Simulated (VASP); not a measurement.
Set up this calculation in VASP 6.6.1, as the native input.

* Task: single point
* Functional: RPBE
* Dispersion: D4
* Potentials or basis: VASP PAW PBE potentials, release 64 (Pb_d, Cs_sv, Cl)
* Cutoff: 520 eV
* k mesh: 5 × 5 × 5
* Occupations: fermi-dirac, width 0.05 eV
* Spin: no spin polarisation
* Dipole correction: no
* Further INCAR settings: ALGO = Normal; EDIFF = 1e-06; NBANDS = 30

The structure of CsPbCl3 lies in POSCAR:

```
CsPbCl3
1.0
    5.7367942544      0.0000000000      0.0000000000
    0.0000000000      5.7367942544      0.0000000000
    0.0000000000      0.0000000000      5.7367942544
Pb Cs Cl
1 1 3
Direct
    0.5000000000      0.5000000000      0.5000000000
    0.0000000000      0.0000000000      0.0000000000
    0.5000000000      0.0000000000      0.5000000000
    0.0000000000      0.5000000000      0.5000000000
    0.5000000000      0.5000000000      0.0000000000
```

The input as run:

INCAR

```
SYSTEM = CsPbCl3
ALGO = Normal ; EDIFF = 1E-6
ENCUT = 520 ; GGA = RP
ISIF = 2 ; ISMEAR = -1
IVDW = 13 ; LASPH = .TRUE.
LCHARG = .FALSE. ; LREAL = .FALSE.
LWAVE = .FALSE. ; NBANDS = 30
NELM = 80 ; PREC = Accurate
SIGMA = 0.05
```

KPOINTS

```
k-points
0
G
  5 5 5
  0 0 0
```

Potentials or basis: VASP PAW PBE potentials, release 64 (Pb_d, Cs_sv, Cl).

Command:

```console
$ cat potpaw_PBE.64/Pb_d/POTCAR potpaw_PBE.64/Cs_sv/POTCAR potpaw_PBE.64/Cl/POTCAR > POTCAR
$ mpirun -np 1 vasp_std > vasp.out
```

Results of the run:

| Property | Result |
| --- | --- |
| Pressure | 0.0 GPa |
| Band gap on the k mesh | 3.21 eV, direct |
| Dispersion energy per atom | -0.319 eV |

Caveat: the PAW data sets were made with another functional, which shifts forces and pressure a little; spin-orbit coupling is left out, which moves the levels of the heavy elements.

Wall time 54 s on 1 thread of Intel Xeon 6975P-C (shared host), peak memory 0.34 GiB.
